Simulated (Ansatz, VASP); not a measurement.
SiC5 in VASP and in Ansatz

```
CELL_PARAMETERS angstrom
3.58423 0.00000 0.00000
-1.79212 3.10404 0.00000
0.00000 0.00000 7.22320
ATOMIC_POSITIONS crystal
Si 0.00000 0.00000 0.50000
C 0.00000 0.77456 0.00000
C 0.77456 0.00000 0.00000
C 0.22544 0.22544 0.00000
C 0.33333 0.66667 0.50000
C 0.66667 0.33333 0.50000
```

Alike in both runs: functional PBE; k mesh 6 × 6 × 4; occupations gaussian, width 0.1 eV; no spin polarisation.

Ansatz relaxed the structure, and its values are those at the end. VASP's run is a single point on that final structure, the one shown.

```csv
,VASP,Ansatz
version,VASP 6.6.1,Ansatz 0.2.0
potentials or method,"VASP PAW PBE potentials, release 64 (Si, C_h), cutoff 1300 eV","scalar-relativistic, plane waves, PAW"
valence electrons in the cell,24,24
```

Ansatz gave:

| Quantity | Value |
| --- | --- |
| gap on the k mesh at the Fermi level (eV) | none |
| pressure (GPa) | 0.1 |
| rms of the force components (eV/Å) | 0.001 |

Problem. Which values does VASP return?

Solution. gap on the k mesh at the Fermi level (eV): none; pressure (GPa): 0.1; rms of the force components (eV/Å): 0.005.

A gap of «none» marks a metal or a gap that the smearing closes. The functional is the same, so the differences come from potentials, cutoffs and numerics.
